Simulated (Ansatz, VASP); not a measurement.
# Two plane-wave programs on Cd

The input INCAR:

```
ALGO = Normal
EDIFF = 1E-6
ENCUT = 520
GGA = CA
ISIF = 2
ISMEAR = -1
LASPH = True
LCHARG = False
LREAL = False
LWAVE = False
NBANDS = 12
NELM = 100
PREC = Accurate
SIGMA = 0.1
```

KPOINTS

```
k-points
0
Gamma
  12 12 12
```

POSCAR

```
Cd
1.0
    2.9265094308      0.0000000000      0.0000000000
    0.0000000000      2.9265094308      0.0000000000
    0.0000000000      0.0000000000      2.9265094308
Cd
1
Direct
    0.0000000000      0.0000000000      0.0000000000
```

Input for Ansatz:

```yaml
crystal:
  lattice:
    - [2.9265094308, 0.0, 0.0]
    - [0.0, 2.9265094308, 0.0]
    - [0.0, 0.0, 2.9265094308]
  atoms:
    - { symbol: Cd, position: [0.0, 0.0, 0.0] }
hamiltonian:
  xc: lda
  pseudopotentials:
    kind: paw
    azcp:
      Cd: "pseudopotentials/Cd.paw.azcp"
basis:
  ecutwfc: 420
  fft_grid_basis: typed
kpoints:
  mp_grid: { grid: [12, 12, 12], shift: [0, 0, 0] }
magnetization:
  spin_polarized: false
scf:
  occupations: { method: fermi_dirac, width: 0.1 }
  lower_state_search: "off"
output:
  stress: true
  write_density: true
  write_potential: true
  elf: true
  volumetric_format: npy
```

Alike in both runs: task single point; functional LDA; k mesh 12 × 12 × 12; occupations fermi-dirac, width 0.1 eV; no spin polarisation.

```csv
,VASP,Ansatz
version,VASP 6.6.1,Ansatz 0.2.0
potentials or method,"VASP PAW LDA potentials, release 64 (Cd), cutoff 520 eV","plane waves (420 eV) with PAW, scalar-relativistic"
valence electrons in the cell,12,20
```

|  | VASP | Ansatz | Ansatz less VASP |
| --- | --- | --- | --- |
| pressure (GPa) | -2.7 | -3.1 | -0.37 |

Ansatz warns that its potentials were made for another functional, while VASP's fit it. LDA's correlation is that of Perdew and Zunger in VASP and of Perdew and Wang (1992) in Ansatz. VASP's potentials hold 12 valence electrons a cell and Ansatz's 20, so a difference there can come from the potentials and not from the codes.
